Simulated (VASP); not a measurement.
Write the native input for VASP 6.6.1 that does the following.

| Item | Value |
| --- | --- |
| Task | single point |
| Functional | r2SCAN |
| Potentials or basis | VASP PAW PBE potentials, release 64 (Pb_d, S) |
| Cutoff | 520 eV |
| k mesh | 8 × 8 × 8 |
| Occupations | gaussian, width 0.01 eV |
| Spin | no spin polarisation |
| Dipole correction | no |
| Further INCAR settings | ALGO = Normal; EDIFF = 1e-07; NBANDS = 17 |

PbS:

```
Pb S
1.0
    -0.04092    2.97619    2.97619
     2.97619   -0.04092    2.97619
     2.97619    2.97619   -0.04092
Pb S
1 1
Direct
  0.00000 0.00000 0.00000
  0.50000 0.50000 0.50000
```

This cell differs from its parent crystal: epitaxial 111 strain +1.0%.

These files were run (other wordings do the same):

POSCAR

```
PbS
1.0
   -0.0409198559      2.9761851337      2.9761851337
    2.9761851337     -0.0409198559      2.9761851337
    2.9761851337      2.9761851337     -0.0409198559
Pb S
1 1
Direct
    0.0000000000      0.0000000000      0.0000000000
    0.5000000000      0.5000000000      0.5000000000
```

INCAR.step1

```
ALGO = Normal
EDIFF = 1E-4
ENCUT = 520
GGA = PE
ISMEAR = 0
LASPH = T
LCHARG = F
LREAL = F
LWAVE = T
NBANDS = 17
NELM = 80
PREC = Accurate
SIGMA = 0.01
```

INCAR.step2

```
ALGO = Normal
EDIFF = 1E-7
ENCUT = 520
ISIF = 2
ISMEAR = 0
ISTART = 1
LASPH = T
LCHARG = F
LMIXTAU = T
LREAL = F
LWAVE = F
METAGGA = R2SCAN
NBANDS = 17
NELM = 80
PREC = Accurate
SIGMA = 0.01
```

KPOINTS

```
k-points
0
Gamma
  8 8 8
```

Potentials or basis: VASP PAW PBE potentials, release 64 (Pb_d, S).

The run is started by

```console
$ cat potpaw_PBE.64/Pb_d/POTCAR potpaw_PBE.64/S/POTCAR > POTCAR
$ cp INCAR.step1 INCAR
$ mpirun -np 1 vasp_std > vasp.out
$ cp INCAR.step2 INCAR
$ mpirun -np 1 vasp_std > vasp.out
```

It gave:

| Property | Result |
| --- | --- |
| Pressure | -0.6 GPa |
| Band gap on the k mesh | 0.60 eV (least direct gap 0.71 eV) |

Caveat: the cell differs from its parent crystal (epitaxial 111 strain +1.0%); the PAW data sets were made with another functional, which shifts forces and pressure a little; spin-orbit coupling is left out, which moves the levels of the heavy elements.

Wall time 3.6 min on 1 thread of Intel Xeon 8259CL, with other jobs on the host, peak memory 0.22 GiB.
